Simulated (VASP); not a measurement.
Crystal: VN.

```
V N
1.0
     0.00000    2.17168    2.17168
     2.17168    0.00000    2.17168
     2.17168    2.17168    0.00000
V N
1 1
Cartesian
  0.0000 0.0000 0.0000
  2.1717 2.1717 2.1717
```

```yaml
Program: VASP 6.6.1
Task: relaxation of cell and atoms
Functional: PBE
Potentials_or_basis: VASP PAW PBE potentials, release 64 (V_sv, N)
Cutoff: 600 eV
k_mesh: 7 × 7 × 7
Occupations: fermi-dirac, width 0.1 eV
Spin: collinear spin, ferromagnetic start
Starting_moments: "[1.5, 0.0] μB"
Hubbard_terms: V d U = 1.92 eV
```

At the start: pressure -18.1 GPa; volume 10.24 Å³/atom.

Question: Where does the relaxation end?

Answer: Over 5 steps the energy falls by 60.3 meV/atom and the volume is 9.20 Å³/atom (-10.1 %); space group Fm-3m (No. 225, to 0.05 Å); moment 1.38 μB per cell.

Step by step:
```tsv
step	energy change (eV)	largest force (eV/Å)	pressure (GPa)	volume (Å³)
1	0.0000	0.0000	-18.11	20.48
2	-0.0531	0.0000	10.58	17.24
3	-0.1187	0.0000	-2.64	18.64
4	-0.1205	0.0000	0.82	18.34
5	-0.1207	0.0000	0.01	18.41
```

Final structure:
```cif
data_structure
_symmetry_space_group_name_H-M 'P 1'
_symmetry_Int_Tables_number 1
_cell_length_a 2.9638
_cell_length_b 2.9638
_cell_length_c 2.9638
_cell_angle_alpha 60.000
_cell_angle_beta 60.000
_cell_angle_gamma 60.000
_cell_volume 18.41
loop_
_atom_site_label
_atom_site_type_symbol
_atom_site_fract_x
_atom_site_fract_y
_atom_site_fract_z
_atom_site_occupancy
V1 V 0.00000 0.00000 0.00000 1
N1 N 0.50000 0.50000 0.50000 1
```
